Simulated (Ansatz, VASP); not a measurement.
# One calculation of SiC, two programs

Contents of POSCAR:

```
SiC
1.0
    0.0000000000      2.3479200000      2.0870400000
    2.3479200000      0.0000000000      2.0870400000
    2.3479200000      2.3479200000      0.0000000000
Si C
1 1
Direct
    0.0000000000      0.0000000000      0.0000000000
    0.7500000000      0.7500000000      0.7500000000
```

Contents of INCAR.step1:

```
PREC     = Accurate       # precision mode
ENCUT    = 520            # plane-wave cutoff, eV
ISMEAR   = 0              # smearing method
SIGMA    = 0.05           # smearing width, eV
LREAL    = False          # projectors in reciprocal space
LASPH    = True           # aspherical terms in the spheres
NELM     = 60             # most SCF steps
NBANDS   = 11             # bands
GGA      = PE             # functional
ALGO     = Normal         # electronic algorithm
EDIFF    = 1E-4           # SCF threshold, eV
LWAVE    = True           # write WAVECAR
LCHARG   = False          # write CHGCAR
```

INCAR.step2

```
PREC     = Accurate       # precision mode
ENCUT    = 520            # plane-wave cutoff, eV
EDIFF    = 1E-7           # SCF threshold, eV
ISMEAR   = 0              # smearing method
SIGMA    = 0.05           # smearing width, eV
LREAL    = False          # projectors in reciprocal space
LASPH    = True           # aspherical terms in the spheres
NELM     = 60             # most SCF steps
ALGO     = Normal         # electronic algorithm
ISIF     = 2              # what is computed and relaxed
LWAVE    = False          # write WAVECAR
LCHARG   = False          # write CHGCAR
METAGGA  = R2SCAN         # meta-GGA
LMIXTAU  = True         
NBANDS   = 11             # bands
ISTART   = 1
```

File KPOINTS:

```
regular mesh
0
Gamma
  12 12 12
```

Input for Ansatz:

```yaml
crystal:
  lattice:
    - [0.0, 2.34792, 2.08704]
    - [2.34792, 0.0, 2.08704]
    - [2.34792, 2.34792, 0.0]
  atoms:
    - { symbol: Si, position: [0.0, 0.0, 0.0] }
    - { symbol: C, position: [0.75, 0.75, 0.75] }
basis:
  ecutwfc: 500
kpoints:
  mp_grid: { grid: [12, 12, 12] }
hamiltonian:
  xc: r2scan
scf:
  occupations: { method: gaussian, width: 0.05 }
output:
  forces: true
  stress: true
  eigenvalues: true
```

Change from the starting cell: strain +0.080 along x and y, -0.040 along z, atoms carried along.

Alike in both runs: task single point; functional r2SCAN; k mesh 12 × 12 × 12; occupations gaussian, width 0.05 eV; no spin polarisation.

|  | VASP | Ansatz |
| --- | --- | --- |
| version | VASP 6.6.1 | Ansatz 0.2.0 |
| potentials or method | VASP PAW PBE potentials, release 64 (Si, C), cutoff 520 eV | scalar-relativistic, plane waves, PAW |
| valence electrons in the cell | 8 | 8 |

```tsv
	VASP	Ansatz	Ansatz less VASP
gap on the k mesh at the Fermi level (eV)	0.74	0.73	-0.007
least direct gap on the mesh (eV)	4.80	4.79	-0.011
pressure (GPa)	-20.5	-20.4	+0.09
traceless stress, the component that is largest in VASP (GPa)	17.12	17.06	-0.067
```

VASP's potentials were made for PBE, not for r2SCAN.
